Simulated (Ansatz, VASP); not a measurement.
## Bi in VASP and in Ansatz

INCAR

```
SYSTEM = Bi
PREC = Accurate
ENCUT = 520
EDIFF = 1E-8
ISMEAR = -1
SIGMA = 0.03
LREAL = .False.
LASPH = .True.
NELM = 100
ALGO = Normal
ISIF = 2
LWAVE = .False.
LCHARG = .False.
GGA = PE
LEFG = .True.
NBANDS = 22
```

Contents of KPOINTS:

```
Automatic mesh
0
Gamma
  9 9 3
  0 0 0
```

Contents of POSCAR:

```
Bi
1.0
    4.5390002997      0.0000000000      0.0000000000
   -2.2695001499      3.9308895674      0.0000000000
    0.0000000000      0.0000000000     11.8290000000
Bi
2
Direct
    0.3773958992      0.6666666667      0.2500000000
    0.6666666667      0.3333333333      0.7500000000
```

Input for Ansatz:

```yaml
crystal:
  lattice:
    - [4.5390002997, 0.0, 0.0]
    - [-2.2695001499, 3.9308895674, 0.0]
    - [0.0, 0.0, 11.829]
  atoms:
    - { symbol: Bi, position: [0.3773958992, 0.6666666667, 0.25] }
    - { symbol: Bi, position: [0.6666666667, 0.3333333333, 0.75] }
kpoints:
  mp_grid: { grid: [9, 9, 3] }
scf:
  occupations: { method: fermi_dirac, width: 0.03 }
hamiltonian:
  xc: pbe
  pseudopotentials: { kind: paw }
output:
  forces: true
  stress: true
  eigenvalues: true
  efg: { contact_densities: true }
```

Alike in both runs: task electric field gradients; functional PBE; k mesh 9 × 9 × 3; occupations fermi-dirac, width 0.03 eV; no spin polarisation.

|  | VASP | Ansatz |
| --- | --- | --- |
| version | VASP 6.6.1 | Ansatz 0.2.0 |
| potentials or method | VASP PAW PBE potentials, release 64 (Bi_d) | PAW with Ansatz's default frozen-core files, scalar-relativistic |
| plane-wave cutoff (eV) | 520 | 420 |
| valence electrons in the cell | 30 | 30 |

VASP gave:

* pressure (GPa): -3.3
* traceless stress, the component that is largest in VASP (GPa): 2.95
* size of Vzz on the site where it differs most (V/Å²): 134.5

Task: What did Ansatz give for the same quantities?

Result: Pressure (GPa): -3.3; traceless stress, the component that is largest in VASP (GPa): 2.95; size of Vzz on the site where it differs most (V/Å²): 129.2.

Neither program's run includes spin-orbit coupling.
